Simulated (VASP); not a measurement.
## Al3BN2: single point with PBE

Crystal: Al3BN2.

```
CELL_PARAMETERS angstrom
2.89792 1.67311 2.69438
-2.89792 1.67311 2.69438
0.00000 -3.34623 2.69438
ATOMIC_POSITIONS crystal
Al 0.00000 0.50000 0.00000
Al 0.50000 0.00000 0.00000
Al 0.00000 0.00000 0.50000
B 0.00000 0.00000 0.00000
N 0.72317 0.72317 0.72317
N 0.27683 0.27683 0.27683
```

```json
{
 "Program": "VASP 6.6.1",
 "Task": "single point",
 "Functional": "PBE",
 "Potentials or basis": "VASP PAW PBE potentials, release 64 (Al, B, N)",
 "Cutoff": "600 eV",
 "k mesh": "3 × 3 × 3",
 "Occupations": "gaussian, width 0.15 eV",
 "Spin": "no spin polarisation"
}
```

```yaml
Pressure: 0.3 GPa
Largest_force: 0.015 eV/Å
Band_gap_on_the_k_mesh: 2.06 eV, indirect (least direct gap 2.13 eV)
```

Forces in eV/Å, atoms in the order of the input:
```
Al   0.000  0.000  0.000
Al   0.000  0.000  0.000
Al   0.000  0.000  0.000
B    0.000  0.000  0.000
N    0.000  0.000 -0.015
N    0.000  0.000  0.015
```

Stress tensor (GPa, compression positive):
```
 0.50  0.00  0.00
 0.00  0.50  0.00
 0.00  0.00 -0.08
```

Levels at points of the mesh, in eV from the valence-band top:
| k point | band 7 | band 8 | band 9 | band 10 | band 11 | band 12 | band 13 | band 14 | band 15 | band 16 |
| --- | --- | --- | --- | --- | --- | --- | --- | --- | --- | --- |
| (0.00, 0.00, 0.00) | -2.89 | -2.89 | -2.47 | -2.47 | -2.30 | 3.10 | 3.56 | 5.10 | 5.10 | 5.41 |

Wall time 22 s on 1 thread of Intel Xeon 8259CL, with other jobs on the host, peak memory 0.19 GiB.

Caveat: the k points lie up to 0.49 Å⁻¹ apart. A k mesh can miss the band edges.
